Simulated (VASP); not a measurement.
## Cr: single point with LDA

Crystal: Cr.

```xyz
2
Lattice="2.7885 0.0000 0.0000 0.0000 2.7885 0.0000 0.0000 0.0000 2.7885" Properties=species:S:1:pos:R:3 pbc="T T T"
Cr    0.0000    0.0000    0.0000
Cr    1.3942    1.3942    1.3942
```

- Program: VASP 6.6.1
- Task: single point
- Functional: LDA
- Potentials or basis: VASP PAW LDA potentials, release 64 (Cr_pv)
- Cutoff: 520 eV
- k mesh: 12 × 12 × 12
- Occupations: gaussian, width 0.05 eV
- Spin: collinear spin, ferromagnetic start
- Starting moments: [2.0, 2.0] μB

* Pressure: -0.3 GPa
* Band gap on the k mesh: zero (filled and empty bands overlap)
* Net moment: 0.00 μB per cell
* Valence electrons inside the program's atomic spheres: Cr 11.21

Levels at points of the mesh, in eV from the Fermi level:
Spin up:
```tsv
k point	band 10	band 11	band 12	band 13	band 14	band 15
(0.00, 0.00, 0.00)	-1.09	-1.09	-1.09	1.09	1.09	2.61
(0.50, 0.00, 0.00)	-2.15	-0.53	-0.53	-0.53	-0.53	0.65
(0.50, 0.50, 0.00)	-2.79	1.12	1.12	1.29	1.29	1.47
(0.50, 0.50, 0.50)	-2.56	-2.56	-2.56	1.54	1.54	1.54
```
Spin down:
```tsv
k point	band 10	band 11	band 12	band 13	band 14	band 15
(0.00, 0.00, 0.00)	-1.09	-1.09	-1.09	1.09	1.09	2.61
(0.50, 0.00, 0.00)	-2.15	-0.53	-0.53	-0.53	-0.53	0.65
(0.50, 0.50, 0.00)	-2.79	1.12	1.12	1.29	1.29	1.47
(0.50, 0.50, 0.50)	-2.56	-2.56	-2.56	1.54	1.54	1.54
```

It took 82 s on 1 thread of AMD EPYC 7R43 64-Core Processor (Zen 3), with other jobs on the host, peak memory 0.14 GiB.

Caveat: the starting moments collapsed, and a magnetic state may lie lower.
